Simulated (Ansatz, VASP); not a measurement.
Cs2CuS4: VASP beside Ansatz

```
CELL_PARAMETERS angstrom
0.00000 5.92183 5.92183
5.92183 0.00000 5.92183
5.92183 5.92183 0.00000
ATOMIC_POSITIONS crystal
Cs 0.62500 0.62500 0.62500
Cs 0.12500 0.62500 0.62500
Cs 0.62500 0.62500 0.12500
Cs 0.62500 0.12500 0.62500
Cu 0.00000 0.00000 0.00000
Cu 0.25000 0.25000 0.25000
S 0.37500 0.37500 0.37500
S 0.37500 0.87500 0.87500
S 0.37500 0.37500 0.87500
S 0.87500 0.37500 0.87500
S 0.87500 0.37500 0.37500
S 0.87500 0.87500 0.87500
S 0.37500 0.87500 0.37500
S 0.87500 0.87500 0.37500
```

Alike in both runs: task single point; functional PBE; k mesh 5 × 5 × 5; no spin polarisation.

```csv
,VASP,Ansatz
version,VASP 6.6.1,Ansatz 0.2.0
potentials or method,"VASP PAW PBE potentials, release 64 (Cs_sv, Cu, S), cutoff 520 eV",PAW plane waves
occupations,"fermi-dirac, width 0.1 eV",fermi-dirac
valence electrons in the cell,106,122
```

```csv
,VASP,Ansatz,Ansatz less VASP
pressure (GPa),4.2,3.9,-0.26
```

VASP's potentials hold 106 valence electrons a cell and Ansatz's 122, so a difference there can come from the potentials and not from the codes.

Neither program's run includes spin-orbit coupling.
